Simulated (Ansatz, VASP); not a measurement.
## One calculation of CaO, two programs

```
Ca O
1.0
     4.05186    0.00000    0.00000
    -2.02593    3.40530    0.00000
     0.00000    0.00000    4.78484
Ca O
2 2
Cartesian
  0.0000 2.2702 3.5886
  2.0259 1.1351 1.1962
  0.0000 2.2702 1.1962
  2.0259 1.1351 3.5886
```

Change from the starting cell: strain +0.0150 x Voigt [1, -1, 0, 0, 0, 0], atoms carried along.

Alike in both runs: task single point; functional PBEsol; k mesh 9 × 9 × 6; occupations gaussian, width 0.05 eV; no spin polarisation.

```csv
,VASP,Ansatz
version,VASP 6.6.1,Ansatz 0.2.0
potentials or method,"VASP PAW PBE potentials, release 64 (Ca_sv, O), cutoff 520 eV","scalar-relativistic, plane waves, PAW"
valence electrons in the cell,32,32
```

|  | VASP | Ansatz | Ansatz less VASP |
| --- | --- | --- | --- |
| gap on the k mesh at the Fermi level (eV) | 3.04 | 3.05 | +0.012 |
| least direct gap on the mesh (eV) | 3.04 | 3.05 | +0.012 |
| pressure (GPa) | -1.8 | -2.3 | -0.49 |
| traceless stress, the component that is largest in VASP (GPa) | 1.31 | 1.29 | -0.016 |
| rms of the force components (eV/Å) | 0.096 | 0.091 | -0.0050 |

VASP's potentials were made for PBE, not for PBEsol. Atom by atom the forces differ by 0.005 eV/Å (rms over components).
